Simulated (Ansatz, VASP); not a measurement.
# One calculation of Ge, two programs

```
CELL_PARAMETERS angstrom
1.43208 -2.66553 0.00000
1.43208 2.66553 0.00000
0.00000 0.00000 2.56332
ATOMIC_POSITIONS crystal
Ge 0.50000 0.50000 0.00000
```

Change from the starting cell: strain +0.025 along x and y, -0.050 along z, atoms carried along.

Alike in both runs: task single point; functional PBEsol; k mesh 20 × 20 × 18; occupations gaussian, width 0.15 eV; no spin polarisation.

|  | VASP | Ansatz |
| --- | --- | --- |
| version | VASP 6.6.1 | Ansatz 0.2.0 |
| potentials or method | VASP PAW PBE potentials, release 64 (Ge_d), cutoff 520 eV | scalar-relativistic, plane waves, PAW |
| valence electrons in the cell | 14 | 14 |

|  | VASP | Ansatz | Ansatz less VASP |
| --- | --- | --- | --- |
| gap on the k mesh at the Fermi level (eV) | none | none | - |
| pressure (GPa) | -3.3 | -3.3 | +0.03 |
| traceless stress, the component that is largest in VASP (GPa) | 8.27 | 8.30 | +0.032 |

VASP's potentials were made for PBE, not for PBEsol. A gap of «none» marks a metal or a gap that the smearing closes.
